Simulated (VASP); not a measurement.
A run of VASP 6.6.1:

INCAR

```
SYSTEM = Cu
  PREC = Accurate
  ENCUT = 520
  EDIFF = 1E-6
  ISMEAR = 0
  SIGMA = 0.15
  LREAL = .False.
  LASPH = .True.
  NELM = 80
  ALGO = Normal
  ISIF = 2
  LWAVE = .False.
  LCHARG = .False.
  GGA = PS
  NBANDS = 12
```

File KPOINTS:

```
Automatic mesh
0
Gamma
  22 22 22
  0 0 0
```

Contents of POSCAR:

```
Cu
1.0
    0.0000000000      1.7171250000      1.8978750000
    1.7171250000      0.0000000000      1.8978750000
    1.7171250000      1.7171250000      0.0000000000
Cu
1
Direct
    0.0000000000      0.0000000000      0.0000000000
```

Potentials or basis: VASP PAW PBE potentials, release 64 (Cu).

Run with:

```console
$ cat potpaw_PBE.64/Cu/POTCAR > POTCAR
$ mpirun -np 1 vasp_std > vasp.out
```

Hardware: 1 thread of Intel(R) Xeon(R) Platinum 8375C CPU @ 2.90GHz (Ice Lake) (shared host).

**Question.** Estimate the wall time of this run.

**Answer.** Run time: 60 s on 1 thread of Intel(R) Xeon(R) Platinum 8375C CPU @ 2.90GHz (Ice Lake) (shared host), peak memory 0.22 GiB. Counts: scf iterations 11, k points 834.
